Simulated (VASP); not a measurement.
# KMgF3 (Pm-3m) in VASP: a series of runs

KMgF3 is run at these levels: PBE, PBEsol, LDA, r2SCAN; tasks: relaxation of cell and atoms.

Everything below comes from runs of VASP 6.6.1. Logs are shortened: lines on timing, memory, paths and dates and some standing lists are left out, and cuts for length are marked.

## (1) The cell of the first run

Symmetry: Pm-3m, No. 221, cubic system. The conventional cell has a = 3.611 Å, b = 3.611 Å, c = 3.611 Å, α = 90.00°, β = 90.00°, γ = 90.00°. K (site symmetry m-3m) has 12 F at 2.55 Å and 8 Mg at 3.13 Å within 3.4 Å. Within 2.4 Å of Mg (site symmetry m-3m) lie 6 F at 1.81 Å. Within 2.4 Å of F (site symmetry 4/mmm) lie 2 Mg at 1.81 Å.

## (2) Relaxation of cell and atoms, PBE

INCAR reads:

```
SYSTEM = KMgF3
PREC = Accurate ; ENCUT = 600
EDIFF = 1E-6 ; ISMEAR = -1
SIGMA = 0.02 ; LREAL = .FALSE.
LASPH = .TRUE. ; NELM = 100
ALGO = Normal ; ISIF = 3
LWAVE = .FALSE. ; LCHARG = .FALSE.
GGA = PE ; IBRION = 2
NSW = 80 ; EDIFFG = -0.005
```

KPOINTS reads:

```
regular mesh
0
G
  6 6 6
  0 0 0
```

POSCAR reads:

```
KMgF3
1.0
    3.6112692600      0.0000000000      0.0000000000
    0.0000000000      3.6112692600      0.0000000000
    0.0000000000      0.0000000000      3.6112692600
K Mg F
1 1 3
Direct
    0.0000000000      0.0000000000      0.0000000000
    0.5000000000      0.5000000000      0.5000000000
    0.5000000000      0.5000000000      0.0000000000
    0.5000000000      0.0000000000      0.5000000000
    0.0000000000      0.5000000000      0.5000000000
```

Potentials or basis: VASP PAW PBE potentials, release 64 (K_sv, Mg, F).

On the command line:

```sh
> cat potpaw_PBE.64/K_sv/POTCAR potpaw_PBE.64/Mg/POTCAR potpaw_PBE.64/F/POTCAR > POTCAR
> mpirun -np 1 vasp_std > vasp.out
```

OUTCAR:

```text
SYSTEM = KMgF3
   PREC = Accurate
   ENCUT = 600
   EDIFF = 1E-6
   ISMEAR = -1
   LREAL = .FALSE.
   LASPH = .TRUE.
   NELM = 100
   ISIF = 3
   GGA = PE
   IBRION = 2
   NSW = 80
   EDIFFG = -0.005

 ion  position               nearest neighbor table
   1  0.000  0.000  0.000-   3 2.55   4 2.55   5 2.55   4 2.55   5 2.55   3 2.55   5 2.55   5 2.55
                             3 2.55   4 2.55   4 2.55   3 2.55   2 3.13   2 3.13   2 3.13   2 3.13
   2  0.500  0.500  0.500-   3 1.81   4 1.81   5 1.81   3 1.81   4 1.81   5 1.81   1 3.13   1 3.13
                             1 3.13   1 3.13   1 3.13   1 3.13   1 3.13   1 3.13
   3  0.500  0.500  0.000-   2 1.81   2 1.81   1 2.55   1 2.55   1 2.55   1 2.55
   4  0.500  0.000  0.500-   2 1.81   2 1.81   1 2.55   1 2.55   1 2.55   1 2.55
   5  0.000  0.500  0.500-   2 1.81   2 1.81   1 2.55   1 2.55   1 2.55   1 2.55

  LATTYP: Found a simple cubic cell.
 ALAT       =     3.6112692600

  Lattice vectors:

 A1 = (   3.6112692600,   0.0000000000,   0.0000000000)
 A2 = (   0.0000000000,   3.6112692600,   0.0000000000)
 A3 = (   0.0000000000,   0.0000000000,   3.6112692600)

Analysis of symmetry for initial positions (statically):
=====================================================================
 Subroutine PRICEL returns:
 Original cell was already a primitive cell.

 Routine SETGRP: Setting up the symmetry group for a
 simple cubic supercell.

 Subroutine GETGRP returns: Found 48 space group operations
 (whereof 48 operations were pure point group operations)
 out of a pool of 48 trial point group operations.

The static configuration has the point symmetry O_h .

Analysis of symmetry for dynamics (positions and initial velocities):
=====================================================================
 Subroutine PRICEL returns:
 Original cell was already a primitive cell.

 Routine SETGRP: Setting up the symmetry group for a
 simple cubic supercell.

 Subroutine GETGRP returns: Found 48 space group operations
 (whereof 48 operations were pure point group operations)
 out of a pool of 48 trial point group operations.

The dynamic configuration has the point symmetry O_h .

 Subroutine INISYM returns: Found 48 space group operations
 (whereof 48 operations are pure point group operations),
 and found     1 'primitive' translations

----------------------------------------------------------------------------------------

                                     Primitive cell

  volume of cell :      47.0955

  direct lattice vectors                    reciprocal lattice vectors
     3.611269260  0.000000000  0.000000000     0.276910950  0.000000000  0.000000000
     0.000000000  3.611269260  0.000000000     0.000000000  0.276910950  0.000000000
     0.000000000  0.000000000  3.611269260     0.000000000  0.000000000  0.276910950

  length of vectors
     3.611269260  3.611269260  3.611269260     0.276910950  0.276910950  0.276910950

  position of ions in fractional coordinates (direct lattice)
     0.000000000  0.000000000  0.000000000
     0.500000000  0.500000000  0.500000000
     0.500000000  0.500000000  0.000000000
     0.500000000  0.000000000  0.500000000
     0.000000000  0.500000000  0.500000000

  ion indices of the primitive-cell ions
   primitive index   ion index
                 1           1
                 2           2
                 3           3
                 4           4
                 5           5

----------------------------------------------------------------------------------------

 KPOINTS: regular mesh

Automatic generation of k-mesh.
 Grid dimensions read from file:
 generate k-points for:    6    6    6

 Generating k-lattice:

  Cartesian coordinates                     Fractional coordinates (reciprocal lattice)
     0.046151825  0.000000000  0.000000000     0.166666667  0.000000000  0.000000000
     0.000000000  0.046151825  0.000000000     0.000000000  0.166666667  0.000000000
     0.000000000  0.000000000  0.046151825     0.000000000  0.000000000  0.166666667

  Length of vectors
     0.046151825  0.046151825  0.046151825

  Shift w.r.t. Gamma in fractional coordinates (k-lattice)
     0.000000000  0.000000000  0.000000000

 Subroutine IBZKPT returns following result:
 ===========================================

 Found     20 irreducible k-points:

 Following reciprocal coordinates:
            Coordinates               Weight
  0.000000  0.000000  0.000000      1.000000
  0.166667  0.000000  0.000000      6.000000
  0.333333  0.000000  0.000000      6.000000
  0.500000  0.000000  0.000000      3.000000
  0.166667  0.166667  0.000000     12.000000
  0.333333  0.166667  0.000000     24.000000
[... 12 lines left out ...]
  0.500000  0.500000  0.333333      6.000000
  0.500000  0.500000  0.500000      1.000000
   k-points           NKPTS =     20   k-points in BZ     NKDIM =     20   number of bands    NBANDS=     20
   number of dos      NEDOS =    301   number of ions     NIONS =      5
   total plane-waves  NPLWV =  27000
   dimension x,y,z NGX =    30 NGY =   30 NGZ =   30
   dimension x,y,z NGXF=    60 NGYF=   60 NGZF=   60
   ions per type =               1   1   3
   NGX,Y,Z   is equivalent  to a cutoff of  13.81, 13.81, 13.81 a.u.
   NGXF,Y,Z  is equivalent  to a cutoff of  27.62, 27.62, 27.62 a.u.
 SYSTEM =  KMgF3
   PREC   = accura    normal or accurate (medium, high low for compatibility)
   ISTART =      0    job   : 0-new  1-cont  2-samecut
   ICHARG =      2    charge: 1-file 2-atom 10-const
   ISPIN  =      1    spin polarized calculation?
   LNONCOLLINEAR =      F non collinear calculations
   LSORBIT =      F    spin-orbit coupling
   LASPH  =      T    aspherical Exc in radial PAW
   ENCUT  =  600.0 eV  44.10 Ry    6.64 a.u.   7.21  7.21  7.21*2*pi/ulx,y,z
   NELM   =    100;   NELMIN=  2; NELMDL= -5     # of ELM steps
   EDIFF  = 0.1E-05   stopping-criterion for ELM
   LREAL  =      F    real-space projection
   EDIFFG = -.5E-02   stopping-criterion for IOM
   NSW    =     80    number of steps for IOM
   IBRION =      2    ionic relax: 0-MD 1-quasi-New 2-CG
   NFREE  =      1    steps in history (QN), initial steepest desc. (CG)
   ISIF   =      3    stress and relaxation
   ISYM   =      2    0-nonsym 1-usesym 2-fastsym
   POTIM  = 0.5000    time-step for ionic-motion
   TEBEG  =    0.0;   TEEND  =   0.0 temperature during run
   PSTRESS=    0.0 pullay stress
   NELECT =      32.0000    total number of electrons
   NUPDOWN=      -1.0000    fix difference up-down
   EMIN   =  10.00;   EMAX   =-10.00  energy-range for DOS
   EFERMI =   0.00;   METHOD = LEGACY
   ISMEAR =    -1;   SIGMA  =   0.02  broadening in eV -4-tet -1-fermi 0-gaus
   EFERMI_NEDOS =   21; number of points for ismear=-14 and -15
   IALGO  =     38    algorithm
   IMIX   =      4    mixing-type and parameters
     AMIX     =   0.40;   BMIX     =  1.00
     AMIX_MAG =   1.60;   BMIX_MAG =  1.00
  volume/ion in A,a.u.               =       9.42        63.56
  Fermi-wavevector in a.u.,A,eV,Ry     =   1.439235  2.719759 28.183060  2.071397
  Thomas-Fermi vector in A             =   2.558113
   LORBIT       =      0    0 simple, 1 ext, 2 COOP (PROOUT), +10 PAW based schemes
   GGA     = PE    functional components
   LHFCALC =     F    Hartree Fock is set to
   AEXX    =    0.0000 exact exchange contribution
   IVDW    =     0    specifies the selected vdW correction
   LEPSILON=     F    determine dielectric tensor
   LRPA    =     F    only Hartree local field effects (RPA)
 conjugate gradient relaxation of ions
 non-spin polarized calculation
  energy-cutoff  :      600.00
  volume of cell :       47.10
 maximum number of plane-waves:      1596
 NGX is ok and might be reduce to    30
   NGX = 15   NGY = 15   NGZ = 15

--------------------------------------- Ionic step        1  -------------------------------------------

 number of electron      31.9999962 magnetization

 Free energy of the ion-electron system (eV)
  ---------------------------------------------------
  ext. energy  EPLUGINS =         0.00000000
  ---------------------------------------------------
  free energy    TOTEN  =       -22.23189119 eV

  energy without entropy =      -22.23189119  energy(sigma->0) =      -22.23189119

 E-fermi :   0.6678     XC(G=0): -11.2504

 val. band max:        0.2239785649   @ k =   0.5000   0.5000   0.5000
 cond. band min:      10.2263790531   @ k =   0.0000   0.0000   0.0000
 fundamental gap:     10.0024004882
 Fermi energy:         0.6678061944

 k-point     1 :       0.0000    0.0000    0.0000
  band No.  band energies     occupation
      1     -25.0749      2.00000
      2     -20.7438      2.00000
      3     -19.7127      2.00000
      4     -19.7127      2.00000
      5      -8.5849      2.00000
      6      -8.5849      2.00000
[... 12 lines left out ...]
     19      10.5925      0.00000
     20      13.1114      0.00000
[... 535 lines left out ...]
 POSITION                                       TOTAL-FORCE (eV/Angst)
 -----------------------------------------------------------------------------------
      0.00000      0.00000      0.00000         0.000000     -0.000000      0.000000
      2.00983      2.00983      2.00983         0.000000     -0.000000      0.000000
      2.00983      2.00983      0.00000         0.000000     -0.000000      0.000000
      2.00983      0.00000      2.00983         0.000000      0.000000      0.000000
      0.00000      2.00983      2.00983         0.000000      0.000000      0.000000
 -----------------------------------------------------------------------------------
    total drift:                                0.000000      0.000000     -0.000000

  FREE ENERGIE OF THE ION-ELECTRON SYSTEM (eV)
  ---------------------------------------------------
  free  energy   TOTEN  =       -24.3986323529 eV

  energy  without entropy=      -24.3986323529  energy(sigma->0) =      -24.39863235

--------------------------------------- Ionic step        4  -------------------------------------------

 number of electron      31.9999958 magnetization

 Free energy of the ion-electron system (eV)
  ---------------------------------------------------
  ext. energy  EPLUGINS =         0.00000000
  ---------------------------------------------------
  free energy    TOTEN  =       -24.40055829 eV

  energy without entropy =      -24.40055829  energy(sigma->0) =      -24.40055829

 E-fermi :  -1.2881     XC(G=0):  -9.5040

 val. band max:       -1.7834475081   @ k =   0.5000   0.5000   0.5000
 cond. band min:       5.2510186315   @ k =   0.0000   0.0000   0.0000
 fundamental gap:      7.0344661396
 Fermi energy:        -1.2881087185

 k-point     1 :       0.0000    0.0000    0.0000
  band No.  band energies     occupation
      1     -27.5108      2.00000
      2     -21.8062      2.00000
      3     -21.1972      2.00000
      4     -21.1972      2.00000
      5     -10.9977      2.00000
      6     -10.9977      2.00000
[... 12 lines left out ...]
     19       8.2475      0.00000
     20      10.3601      0.00000
[... 457 lines left out ...]
 POSITION                                       TOTAL-FORCE (eV/Angst)
 -----------------------------------------------------------------------------------
      0.00000      0.00000      0.00000         0.000000      0.000000      0.000000
      2.01738      2.01738      2.01738         0.000000     -0.000000      0.000000
      2.01738      2.01738      0.00000         0.000000     -0.000000      0.000000
      2.01738      0.00000      2.01738         0.000000      0.000000      0.000000
      0.00000      2.01738      2.01738         0.000000      0.000000      0.000000
 -----------------------------------------------------------------------------------
    total drift:                                0.000000      0.000000     -0.000000

  FREE ENERGIE OF THE ION-ELECTRON SYSTEM (eV)
  ---------------------------------------------------
  free  energy   TOTEN  =       -24.4005582899 eV

  energy  without entropy=      -24.4005582899  energy(sigma->0) =      -24.40055829

 reached required accuracy - stopping structural energy minimisation
```

Wall time 1.9 min (1 thread of Intel Xeon Platinum 8488C (Sapphire Rapids), shared host); peak memory 0.18 GiB.

Results:

- Free energy: -24.4006 eV
- Relaxed volume: 13.14 Å³/atom
- Relaxed cell: a = 4.035 Å, b = 4.035 Å, c = 4.035 Å, α = 90.00°, β = 90.00°, γ = 90.00°
- Space group after relaxing (to 0.1 Å): Pm-3m (No. 221)
- Energy gained by relaxing: 433.7 meV/atom
- Ionic steps: 4
- Pressure after relaxing: 0.0 GPa
- Band gap on the k mesh: 7.03 eV (least direct gap 7.36 eV)

The path:
```
step  energy change (eV)  largest force (eV/Å)  pressure (GPa)  volume (Å³)
   1              0.0000                0.0000           49.89        47.10
   2             -2.1018                0.0000           -4.69        70.05
   3             -2.1667                0.0000            0.87        64.95
   4             -2.1687                0.0000           -0.03        65.68
```

Final structure:
```xyz
5
Lattice="4.0348 0.0000 0.0000 0.0000 4.0348 0.0000 0.0000 0.0000 4.0348" Properties=species:S:1:pos:R:3 pbc="T T T"
K     0.0000    0.0000    0.0000
Mg    2.0174    2.0174    2.0174
F     2.0174    2.0174    0.0000
F     2.0174    0.0000    2.0174
F     0.0000    2.0174    2.0174
```

Caveat: the volume moved by over 15 % at a fixed basis, so the end points are rough.

(Part 1 of 3 ends here.)
